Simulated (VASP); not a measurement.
# B (P4/mmm) in VASP: further runs

The runs below take B through relaxation of cell and atoms, with PBE0, PBEsol-based global hybrid with 25 % exact exchange, B3LYP.

All numbers are computed with VASP 6.6.1; they aren't measurements. Logs are shortened: lines on timing, memory, paths and dates and some standing lists are left out, and cuts for length are marked.

## (1) The cell of the first run

Symmetry: P4/mmm, No. 123, tetragonal system. The conventional cell has a = 2.346 Å, b = 2.346 Å, c = 1.586 Å, α = 90.00°, β = 90.00°, γ = 90.00°. B (site symmetry 4/mmm) has 2 B at 1.59 Å within 2.1 Å.

## (2) Relaxation of cell and atoms, PBE0

Contents of POSCAR:

```
B
1.0
    2.3461100000      0.0000000000      0.0000000000
    0.0000000000      2.3461100000      0.0000000000
    0.0000000000      0.0000000000      1.5857900000
B
1
Direct
    0.5000000000      0.5000000000      0.5000000000
```

Contents of INCAR.step1:

```
PREC = Accurate
ENCUT = 600
EDIFF = 1E-5
ISMEAR = -1
SIGMA = 0.05
LREAL = False
LASPH = True
NELM = 100
ALGO = Normal
LWAVE = True
LCHARG = False
GGA = PE
NBANDS = 8
```

Contents of INCAR.step2:

```
PREC = Accurate
ENCUT = 600
EDIFF = 1E-6
ISMEAR = -1
SIGMA = 0.05
LREAL = False
LASPH = True
NELM = 100
ALGO = Normal
ISIF = 3
LWAVE = False
LCHARG = False
GGA = PE
LHFCALC = True
AEXX = 0.25
PRECFOCK = Normal
IBRION = 2
NSW = 60
EDIFFG = -0.01
ISTART = 1
```

Contents of KPOINTS:

```
regular mesh
0
Gamma
  6 6 8
```

Potentials or basis: VASP PAW PBE potentials, release 64 (B).

Run with:

```sh
> cat potpaw_PBE.64/B/POTCAR > POTCAR
> cp INCAR.step1 INCAR
> mpirun -np 1 vasp_std > vasp.out
> cp INCAR.step2 INCAR
> mpirun -np 1 vasp_std > vasp.out
```

OUTCAR:

```text
PREC = Accurate
   ENCUT = 600
   EDIFF = 1E-6
   ISMEAR = -1
   LREAL = False
   LASPH = True
   NELM = 100
   ISIF = 3
   GGA = PE
   LHFCALC = True
   AEXX = 0.25
   PRECFOCK = Normal
   IBRION = 2
   NSW = 60
   EDIFFG = -0.01
   ISTART = 1

 ion  position               nearest neighbor table
   1  0.500  0.500  0.500-

  LATTYP: Found a simple tetragonal cell.
 ALAT       =     2.3461100000
 C/A-ratio  =     0.6759231238

  Lattice vectors:

 A1 = (   2.3461100000,   0.0000000000,   0.0000000000)
 A2 = (   0.0000000000,   2.3461100000,   0.0000000000)
 A3 = (   0.0000000000,   0.0000000000,   1.5857900000)

Analysis of symmetry for initial positions (statically):
=====================================================================
 Subroutine PRICEL returns:
 Original cell was already a primitive cell.

 Routine SETGRP: Setting up the symmetry group for a
 simple tetragonal supercell.

 Subroutine GETGRP returns: Found 16 space group operations
 (whereof 16 operations were pure point group operations)
 out of a pool of 16 trial point group operations.

The static configuration has the point symmetry D_4h.

Analysis of symmetry for dynamics (positions and initial velocities):
=====================================================================
 Subroutine PRICEL returns:
 Original cell was already a primitive cell.

 Routine SETGRP: Setting up the symmetry group for a
 simple tetragonal supercell.

 Subroutine GETGRP returns: Found 16 space group operations
 (whereof 16 operations were pure point group operations)
 out of a pool of 16 trial point group operations.

The dynamic configuration has the point symmetry D_4h.

 Subroutine INISYM returns: Found 16 space group operations
 (whereof 16 operations are pure point group operations),
 and found     1 'primitive' translations

----------------------------------------------------------------------------------------

                                     Primitive cell

  volume of cell :       8.7286

  direct lattice vectors                    reciprocal lattice vectors
     2.346110000  0.000000000  0.000000000     0.426237474  0.000000000  0.000000000
     0.000000000  2.346110000  0.000000000     0.000000000  0.426237474  0.000000000
     0.000000000  0.000000000  1.585790000     0.000000000  0.000000000  0.630600521

  length of vectors
     2.346110000  2.346110000  1.585790000     0.426237474  0.426237474  0.630600521

  position of ions in fractional coordinates (direct lattice)
     0.500000000  0.500000000  0.500000000

  ion indices of the primitive-cell ions
   primitive index   ion index
                 1           1

----------------------------------------------------------------------------------------

 KPOINTS: regular mesh

Automatic generation of k-mesh.
 Grid dimensions read from file:
 generate k-points for:    6    6    8

 Generating k-lattice:

  Cartesian coordinates                     Fractional coordinates (reciprocal lattice)
     0.071039579  0.000000000  0.000000000     0.166666667  0.000000000  0.000000000
     0.000000000  0.071039579  0.000000000     0.000000000  0.166666667  0.000000000
     0.000000000  0.000000000  0.078825065     0.000000000  0.000000000  0.125000000

  Length of vectors
     0.071039579  0.071039579  0.078825065

  Shift w.r.t. Gamma in fractional coordinates (k-lattice)
     0.000000000  0.000000000  0.000000000

 Subroutine IBZKPT returns following result:
 ===========================================

 Found     50 irreducible k-points:

 Following reciprocal coordinates:
            Coordinates               Weight
  0.000000  0.000000  0.000000      1.000000
  0.166667  0.000000  0.000000      4.000000
  0.333333  0.000000  0.000000      4.000000
  0.500000  0.000000  0.000000      2.000000
  0.166667  0.166667  0.000000      4.000000
  0.333333  0.166667  0.000000      8.000000
[... 16 lines left out ...]
  0.333333  0.000000  0.250000      8.000000
  0.500000  0.000000  0.250000      4.000000
 [... further k-points ...]
   k-points           NKPTS =     50   k-points in BZ     NKDIM =    288   number of bands    NBANDS=      5
   number of dos      NEDOS =    301   number of ions     NIONS =      1
   total plane-waves  NPLWV =   5600
   dimension x,y,z NGX =    20 NGY =   20 NGZ =   14
   dimension x,y,z NGXF=    40 NGYF=   40 NGZF=   28
   ions per type =               1
   NGX,Y,Z   is equivalent  to a cutoff of  14.17, 14.17, 14.68 a.u.
   NGXF,Y,Z  is equivalent  to a cutoff of  28.34, 28.34, 29.35 a.u.
 SYSTEM =  unknown system
   PREC   = accura    normal or accurate (medium, high low for compatibility)
   ISTART =      1    job   : 0-new  1-cont  2-samecut
   ICHARG =      0    charge: 1-file 2-atom 10-const
   ISPIN  =      1    spin polarized calculation?
   LNONCOLLINEAR =      F non collinear calculations
   LSORBIT =      F    spin-orbit coupling
   LASPH  =      T    aspherical Exc in radial PAW
   ENCUT  =  600.0 eV  44.10 Ry    6.64 a.u.   4.69  4.69  3.17*2*pi/ulx,y,z
   NELM   =    100;   NELMIN=  2; NELMDL=  0     # of ELM steps
   EDIFF  = 0.1E-05   stopping-criterion for ELM
   LREAL  =      F    real-space projection
   EDIFFG = -.1E-01   stopping-criterion for IOM
   NSW    =     60    number of steps for IOM
   IBRION =      2    ionic relax: 0-MD 1-quasi-New 2-CG
   NFREE  =      1    steps in history (QN), initial steepest desc. (CG)
   ISIF   =      3    stress and relaxation
   ISYM   =      3    0-nonsym 1-usesym 2-fastsym
   POTIM  = 0.5000    time-step for ionic-motion
   TEBEG  =    0.0;   TEEND  =   0.0 temperature during run
   PSTRESS=    0.0 pullay stress
   NELECT =       3.0000    total number of electrons
   NUPDOWN=      -1.0000    fix difference up-down
   EMIN   =  10.00;   EMAX   =-10.00  energy-range for DOS
   EFERMI =   0.00;   METHOD = LEGACY
   ISMEAR =    -1;   SIGMA  =   0.05  broadening in eV -4-tet -1-fermi 0-gaus
   EFERMI_NEDOS =   21; number of points for ismear=-14 and -15
   IALGO  =     38    algorithm
   IMIX   =      1    mixing-type and parameters
     AMIX     =   0.40;   BMIX     =  1.00
     AMIX_MAG =   1.60;   BMIX_MAG =  1.00
  volume/ion in A,a.u.               =       8.73        58.90
  Fermi-wavevector in a.u.,A,eV,Ry     =   1.146747  2.167038 17.892065  1.315030
  Thomas-Fermi vector in A             =   2.283430
   LORBIT       =      0    0 simple, 1 ext, 2 COOP (PROOUT), +10 PAW based schemes
   GGA     = PE    functional components
   LHFCALC =     T    Hartree Fock is set to
   PRECFOCK=normal    Normal, Fast or Accurate (Low or Medium for compatibility)
   ENCUT4O =  -1.0   cutoff for four orbital integrals eV
   NKREDX  =     1    reduce k-point grid by
   NKREDY  =     1    reduce k-point grid by
   NKREDZ  =     1    reduce k-point grid by
   AEXX    =    0.2500 exact exchange contribution
   HFSCREEN=    0.0000 screening length (either q_TF or 0.3 A-1)
   HFSCREENC=   0.0000 screening length for correlation (either q_TF or 0.3 A-1)
   ENCUTFOCK=  -1.0 apply spherical cutoff to Coloumb kernel
   IVDW    =     0    specifies the selected vdW correction
   LEPSILON=     F    determine dielectric tensor
   LRPA    =     F    only Hartree local field effects (RPA)
 conjugate gradient relaxation of ions
 non-spin polarized calculation
  energy-cutoff  :      600.00
  volume of cell :        8.73
 maximum number of plane-waves:       304
 NGX is ok and might be reduce to    20
  NGX = 16; NGY = 16; NGZ = 10

--------------------------------------- Ionic step        1  -------------------------------------------

 number of electron       3.0000000 magnetization

 Free energy of the ion-electron system (eV)
  ---------------------------------------------------
  ext. energy  EPLUGINS =         0.00000000
  ---------------------------------------------------
  free energy    TOTEN  =        -6.59766677 eV

  energy without entropy =       -6.59573011  energy(sigma->0) =       -6.59669844

------------------------ aborting loop because EDIFF is reached ----------------------------------------

  FORCE on cell =-STRESS in cart. coord.  units (eV):
  Direction    XX          YY          ZZ          XY          YZ          ZX
  --------------------------------------------------------------------------------------
  -------------------------------------------------------------------------------------
  Total       -0.0460173     -0.0460173     -0.2685200      0.0000000      0.0000000      0.0000000
  in kB       -8.4467430     -8.4467430    -49.2884026      0.0000000      0.0000000      0.0000000
  external PRESSURE =     -22.0606296 kB  Pullay stress =       0.0000000 kB
[... 125 lines left out ...]
  energy  without entropy=       -6.5964482770  energy(sigma->0) =       -6.59741475

--------------------------------------- Ionic step        5  -------------------------------------------

 number of electron       3.0000000 magnetization

 Free energy of the ion-electron system (eV)
  ---------------------------------------------------
  ext. energy  EPLUGINS =         0.00000000
  ---------------------------------------------------
  free energy    TOTEN  =        -6.59838346 eV

  energy without entropy =       -6.59645319  energy(sigma->0) =       -6.59741832

 E-fermi :   4.7919     XC(G=0):  -8.7384

 val. band max:        4.7918538712   @ k =   0.3333   0.3333   0.1250
 cond. band min:       5.5941063217   @ k =   0.5000   0.3333   0.1250
 fundamental gap:      0.8022524505
 Fermi energy:         4.7918872345

 k-point     1 :       0.0000    0.0000    0.0000
  band No.  band energies     occupation
      1     -11.3959      2.00000
      2      10.9683      0.00000
      3      10.9683      0.00000
      4      20.6923      0.00000
      5      21.9105      0.00000

 k-point     2 :       0.1667    0.0000    0.0000
  band No.  band energies     occupation
      1     -10.7069      2.00000
      2       6.8677      0.00000
      3      11.4043      0.00000
      4      22.0216      0.00000
      5      25.6995      0.00000
[... 169 lines left out ...]
 k-point    24 :       0.5000    0.0000    0.2500
  band No.  band energies     occupation
      1      -3.7724      2.00000
      2       0.3364      2.00000
      3      16.3866      0.00000
      4      20.3724      0.00000
      5      29.0032      0.00000

 [... further k-points ...]

------------------------ aborting loop because EDIFF is reached ----------------------------------------

  FORCE on cell =-STRESS in cart. coord.  units (eV):
  Direction    XX          YY          ZZ          XY          YZ          ZX
  --------------------------------------------------------------------------------------
  -------------------------------------------------------------------------------------
  Total        0.0097322      0.0097322     -0.0066599      0.0000000      0.0000000      0.0000000
  in kB        1.8105007      1.8105007     -1.2389593      0.0000000      0.0000000      0.0000000
  external PRESSURE =       0.7940140 kB  Pullay stress =       0.0000000 kB
[... 16 lines left out ...]
  FREE ENERGIE OF THE ION-ELECTRON SYSTEM (eV)
  ---------------------------------------------------
  free  energy   TOTEN  =        -6.5983834554 eV

  energy  without entropy=       -6.5964531909  energy(sigma->0) =       -6.59741832

 reached required accuracy - stopping structural energy minimisation
```

Wall time 3.6 min (1 thread of Intel Xeon Platinum 8488C (Sapphire Rapids), shared host); peak memory 0.11 GiB.

What came out:

```yaml
Free_energy: -6.5984 eV
Relaxed_volume: 8.61 Å³/atom
Relaxed_cell: a = 2.335 Å, b = 2.335 Å, c = 1.579 Å, α = 90.00°, β = 90.00°, γ = 90.00°
Space_group_after_relaxing_to_0.1_Å: P4/mmm (No. 123)
Energy_gained_by_relaxing: 0.7 meV/atom
Ionic_steps: 5
Pressure_after_relaxing: 0.1 GPa
Band_gap_on_the_k_mesh: zero (an odd number of electrons rules out a gap without spin polarisation)
```

The path:
| step | energy change (eV) | largest force (eV/Å) | pressure (GPa) | volume (Å³) |
| --- | --- | --- | --- | --- |
| 1 | 0.0000 | 0.0000 | -2.21 | 8.73 |
| 2 | 0.0025 | 0.0000 | 3.48 | 8.58 |
| 3 | -0.0006 | 0.0000 | -0.56 | 8.68 |
| 4 | -0.0007 | 0.0000 | -0.18 | 8.64 |
| 5 | -0.0007 | 0.0000 | 0.08 | 8.61 |

Final structure:
```
B
1.0
     2.33520    0.00000    0.00000
     0.00000    2.33520    0.00000
     0.00000    0.00000    1.57934
B
1
Direct
  0.50000 0.50000 0.50000
```

Levels at points of the mesh, in eV from the Fermi level:
| k point | band 1 | band 2 | band 3 | band 4 |
| --- | --- | --- | --- | --- |
| (0.00, 0.00, 0.00) | -16.19 | 6.18 | 6.18 | 15.90 |
| (0.50, 0.00, 0.00) | -10.90 | -8.66 | 8.25 | 21.84 |
| (0.50, 0.50, 0.00) | -5.35 | -4.91 | -4.91 | 6.06 |
| (0.00, 0.00, 0.50) | -7.22 | 2.66 | 16.05 | 16.05 |
| (0.50, 0.00, 0.50) | -4.94 | 5.91 | 8.70 | 12.14 |
| (0.50, 0.50, 0.50) | -3.04 | 8.61 | 8.61 | 15.87 |

Caveat: the k points lie up to 0.50 Å⁻¹ apart in the final cell, too coarse for converged energies and pressures of a metal; the PAW data sets were made with another functional, which shifts forces and pressure a little; an odd number of electrons without spin polarisation forces a metal; a magnetic or distorted state may lie lower.

(Part 1 of 2 ends here.)

The gap in the log of VASP goes by the Fermi energy; the results here count the filled bands.